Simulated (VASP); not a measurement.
TaSi2, 3 atoms in the cell. The structure is tetragonal, space group I4/mmm (No. 139). The conventional cell has a = 3.254 Å, b = 3.254 Å, c = 8.156 Å, α = 90.00°, β = 90.00°, γ = 90.00°. Within 3.5 Å of Si (site symmetry 4mm) lie 9 Si at 2.66 to 3.25 Å and 5 Ta at 2.68 to 2.70 Å. Within 3.5 Å of Ta (site symmetry 4/mmm) lie 10 Si at 2.68 to 2.70 Å and 4 Ta at 3.25 Å. 

* Program: VASP 6.6.1
* Task: single point
* Functional: PBEsol
* Potentials or basis: VASP PAW PBE potentials, release 64 (Si, Ta_pv)
* Cutoff: 520 eV
* k mesh: 18 × 18 × 18
* Occupations: gaussian, width 0.1 eV
* Spin: no spin polarisation
* Dipole correction: no
* Further INCAR settings: ALGO = Normal; EDIFF = 1e-06; NBANDS = 16

Potentials or basis: VASP PAW PBE potentials, release 64 (Si, Ta_pv).

The run is started by

```sh
$ cat potpaw_PBE.64/Si/POTCAR potpaw_PBE.64/Ta_pv/POTCAR > POTCAR
$ mpirun -np 1 vasp_std > vasp.out
```

Hardware: 1 thread of Intel(R) Xeon(R) Platinum 8559C (Emerald Rapids), on a shared host.

Task: How long does it take, and how much memory?

Result: Run time: 4 min on 1 thread of Intel(R) Xeon(R) Platinum 8559C (Emerald Rapids), on a shared host, peak memory 0.45 GiB. Counts: scf iterations 12, k points 480.
